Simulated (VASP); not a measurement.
A run of VASP 6.6.1:

File INCAR:

```
  PREC = Accurate
  ENCUT = 600
  EDIFF = 1E-6
  ISMEAR = 0
  SIGMA = 0.1
  LREAL = F
  LASPH = T
  NELM = 100
  ALGO = Normal
  ISIF = 3
  LWAVE = F
  LCHARG = F
  GGA = PE
  IBRION = 2
  NSW = 100
  EDIFFG = -0.01
```

The input KPOINTS:

```
regular mesh
0
Gamma
  10 10 10
```

Contents of POSCAR:

```
BaZrP
1.0
    4.7753274975      0.0000000000      0.0000000000
    0.0000000000      4.7753274975      0.0000000000
    0.0000000000      0.0000000000      4.9645908819
Ba Zr P
1 1 1
Direct
    0.5000000000      0.5000000000      0.0000000000
    0.0000000000      0.0000000000      0.0000000000
    0.0000000000      0.0000000000      0.5000000000
```

Potentials or basis: VASP PAW PBE potentials, release 64 (Ba_sv, Zr_sv, P).

Launch:

```bash
$ cat potpaw_PBE.64/Ba_sv/POTCAR potpaw_PBE.64/Zr_sv/POTCAR potpaw_PBE.64/P/POTCAR > POTCAR
$ mpirun -np 1 vasp_std > vasp.out
```

Hardware: 1 thread of AMD EPYC 9R45 96-Core Processor (Zen 5) (shared host).

**Question.** Estimate the wall time of this run.

**Answer.** Wall time 8.2 min on 1 thread of AMD EPYC 9R45 96-Core Processor (Zen 5), on a shared host, peak memory 0.5 GiB. Counts: scf iterations 53, k points 126, ion steps 6.
